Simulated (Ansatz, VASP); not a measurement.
## GaSi3S2 in VASP and in Ansatz

The input INCAR:

```
SYSTEM = GaSi3S2
ALGO     = Normal         ! electronic algorithm
EDIFF    = 1E-6           ! SCF threshold, eV
EDIFFG   = -0.04          ! ionic threshold
ENCUT    = 600            ! plane-wave cutoff, eV
GGA      = PE             ! functional
IBRION   = 2              ! ionic algorithm
ISIF     = 3              ! what is computed and relaxed
ISMEAR   = 0              ! smearing method
LASPH    = .TRUE.         ! aspherical terms in the spheres
LCHARG   = .FALSE.        ! write CHGCAR
LREAL    = .FALSE.        ! projectors in reciprocal space
LWAVE    = .FALSE.        ! write WAVECAR
NELM     = 100            ! most SCF steps
NSW      = 90             ! ionic steps
PREC     = Accurate       ! precision mode
SIGMA    = 0.1            ! smearing width, eV
```

File KPOINTS:

```
k-points
0
G
  6 6 4
  0 0 0
```

File POSCAR:

```
GaSi3S2
1.0
    4.5019858900      0.0000000000      0.0000000000
   -2.2509929400      3.8988341400      0.0000000000
    0.0000000000      0.0000000000      5.6376221900
Ga Si S
1 3 2
Direct
    0.0000000000      0.0000000000      0.5000000000
    0.3333333300      0.6666666700      0.7237790200
    0.6666666700      0.3333333300      0.2762209800
    0.0000000000      0.0000000000      0.0000000000
    0.3333333300      0.6666666700      0.2191410100
    0.6666666700      0.3333333300      0.7808589900
```

Input for Ansatz:

```yaml
crystal:
  lattice:
    - [4.50198589, 0.0, 0.0]
    - [-2.25099294, 3.89883414, 0.0]
    - [0.0, 0.0, 5.63762219]
  atoms:
    - { symbol: Ga, position: [0.0, 0.0, 0.5] }
    - { symbol: Si, position: [0.33333333, 0.66666667, 0.72377902] }
    - { symbol: Si, position: [0.66666667, 0.33333333, 0.27622098] }
    - { symbol: Si, position: [0.0, 0.0, 0.0] }
    - { symbol: S, position: [0.33333333, 0.66666667, 0.21914101] }
    - { symbol: S, position: [0.66666667, 0.33333333, 0.78085899] }
basis:
  ecutwfc: 420
kpoints:
  mp_grid: { grid: [6, 6, 4] }
hamiltonian:
  xc: pbe
scf:
  occupations: { method: gaussian, width: 0.1 }
  lower_state_search: "off"
output:
  forces: true
  stress: true
  eigenvalues: true
relax:
  adjacent_minimum: "off"
  f_tol: 0.04
  max_steps: 70
  cell: { stress_tol: 0.4 }
```

Change from the starting cell: species swapped into the Sn2Pd3Au type (P-3m1, No. 164).

Alike in both runs: task relaxation of cell and atoms; functional PBE; k mesh 6 × 6 × 4; occupations gaussian, width 0.1 eV; no spin polarisation.

|  | VASP | Ansatz |
| --- | --- | --- |
| version | VASP 6.6.1 | Ansatz 0.2.0 |
| potentials or method | VASP PAW PBE potentials, release 64 (Ga_d, Si, S), cutoff 600 eV | scalar-relativistic, plane waves, PAW |
| valence electrons in the cell | 37 | 37 |

|  | VASP | Ansatz | Ansatz less VASP |
| --- | --- | --- | --- |
| gap on the k mesh at the Fermi level, each at its own relaxed structure (eV) | none | none | - |
| relaxed volume (Å³/atom) | 17.65 | 17.69 | +0.041 |
| relaxed length of the cell vector where the two differ most in proportion (Å) | 5.464 | 5.448 | -0.0161 |

A gap of «none» marks a metal or a gap that the smearing closes.
